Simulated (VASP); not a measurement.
The system is Si4C.

```xyz
5
Lattice="4.0335 0.0000 0.0000 0.0000 4.0335 0.0000 0.0000 0.0000 4.0335" Properties=species:S:1:pos:R:3 pbc="T T T"
Si    0.0000    2.0168    2.0168
Si    2.0168    2.0168    0.0000
Si    2.0168    0.0000    2.0168
Si    0.0000    0.0000    0.0000
C     2.0168    2.0168    2.0168
```

The cell was built from a structure type or drawn by symmetry, and may not be a known phase.

- Program: VASP 6.6.1
- Task: relaxation of cell and atoms
- Functional: PBE
- Potentials or basis: VASP PAW PBE potentials, release 64 (Si, C)
- Cutoff: 600 eV
- k mesh: 4 × 4 × 4
- Occupations: gaussian, width 0.1 eV
- Spin: no spin polarisation

At the start: pressure 4.3 GPa; volume 13.12 Å³/atom.

Q: How do energy, volume and symmetry change on relaxing?

A: Over 3 steps the energy falls by 6.1 meV/atom and the volume is 13.60 Å³/atom (+3.6 %); space group Pm-3m (No. 221, to 0.1 Å) before and after.

The path:
```
step  energy change (eV)  largest force (eV/Å)  pressure (GPa)  volume (Å³)
   1              0.0000                0.0000            4.26        65.62
   2             -0.0254                0.0000           -1.56        68.99
   3             -0.0304                0.0000            0.01        67.99
```

Final structure:
```xyz
5
Lattice="4.0814 0.0000 0.0000 0.0000 4.0814 0.0000 0.0000 0.0000 4.0814" Properties=species:S:1:pos:R:3 pbc="T T T"
Si    0.0000    2.0407    2.0407
Si    2.0407    2.0407    0.0000
Si    2.0407    0.0000    2.0407
Si    0.0000    0.0000    0.0000
C     2.0407    2.0407    2.0407
```

Caveat: the k points lie up to 0.38 Å⁻¹ apart in the final cell, too coarse for converged energies and pressures of a metal.
